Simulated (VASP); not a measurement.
A run of VASP 6.6.1 is set up as follows.

INCAR

```
SYSTEM = Cd4Se
ALGO = Normal ; EDIFF = 1E-6
EDIFFG = -0.01 ; ENCUT = 600
GGA = PE ; IBRION = 2
ISIF = 3 ; ISMEAR = 0
LASPH = .True. ; LCHARG = .False.
LREAL = .False. ; LWAVE = .False.
NELM = 100 ; NSW = 100
PREC = Accurate ; SIGMA = 0.1
```

Contents of KPOINTS:

```
k-points
0
Gamma
  8 8 8
  0 0 0
```

POSCAR

```
Cd4Se
1.0
   -3.2901685042      3.2901685042      3.2901685042
    3.2901685042     -3.2901685042      3.2901685042
    3.2901685042      3.2901685042     -3.2901685042
Cd Se
4 1
Direct
    0.0000000000      0.0000000000      0.5000000000
    0.0000000000      0.5000000000      0.0000000000
    0.5000000000      0.0000000000      0.0000000000
    0.5000000000      0.5000000000      0.5000000000
    0.0000000000      0.0000000000      0.0000000000
```

Potentials or basis: VASP PAW PBE potentials, release 64 (Cd, Se).

Command:

```sh
$ cat potpaw_PBE.64/Cd/POTCAR potpaw_PBE.64/Se/POTCAR > POTCAR
$ mpirun -np 1 vasp_std > vasp.out
```

(1) What does it give for the relaxed cell?

(2) Predict the band gap on the k mesh.

(3) What does it give for the relaxed volume?

(4) What does it give for the space group after relaxing (to 0.05 Å)?

## Answers

(1) a = 5.741 Å, b = 5.741 Å, c = 5.741 Å, α = 109.47°, β = 109.47°, γ = 109.47°.

(2) zero (band 27 reaches 2.55 eV, above the bottom of band 28 at 0.64 eV).

(3) 29.14 Å³/atom.

(4) Im-3m (No. 229).
